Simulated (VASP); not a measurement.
The system is WS.

```xyz
2
Lattice="0.0000 2.9595 2.9595 2.9595 0.0000 2.9595 2.9595 2.9595 0.0000" Properties=species:S:1:pos:R:3 pbc="T T T"
W     0.0000    0.0000    0.0000
S     1.4797    1.4797    1.4797
```

- Program: VASP 6.6.1
- Task: relaxation of cell and atoms
- Functional: r2SCAN
- Potentials or basis: VASP PAW PBE potentials, release 64 (W_sv, S)
- Cutoff: 600 eV
- k mesh: 12 × 12 × 12
- Occupations: gaussian, width 0.1 eV
- Spin: no spin polarisation
- Hubbard terms: W d U = 6.2 eV

At the start: pressure -6.4 GPa; volume 25.92 Å³/atom.

**Question.** Where does the relaxation end?

**Answer.** Over 7 steps the energy falls by 88.6 meV/atom and the volume is 20.44 Å³/atom (-21.1 %); space group F-43m (No. 216, to 0.1 Å) before and after.

The path:
| step | energy change (eV) | largest force (eV/Å) | pressure (GPa) | volume (Å³) |
| --- | --- | --- | --- | --- |
| 1 | 0.0000 | 0.0000 | -6.40 | 51.84 |
| 2 | -0.1460 | 0.0000 | -1.66 | 44.46 |
| 3 | -0.1672 | 0.0000 | -1.55 | 42.47 |
| 4 | -0.1484 | 0.0000 | 4.63 | 38.69 |
| 5 | -0.1756 | 0.0000 | -0.84 | 41.43 |
| 6 | -0.1766 | 0.0000 | 0.63 | 40.47 |
| 7 | -0.1773 | 0.0000 | -0.07 | 40.88 |

Final structure:
```xyz
2
Lattice="0.0000 2.7341 2.7341 2.7341 0.0000 2.7341 2.7341 2.7341 0.0000" Properties=species:S:1:pos:R:3 pbc="T T T"
W     0.0000    0.0000    0.0000
S     1.3671    1.3671    1.3671
```

Caveat: the volume moved by over 15 % at a fixed basis, so the end points are rough; the PAW data sets were made with another functional, which shifts forces and pressure a little; U without spin polarisation on a metal has little footing.
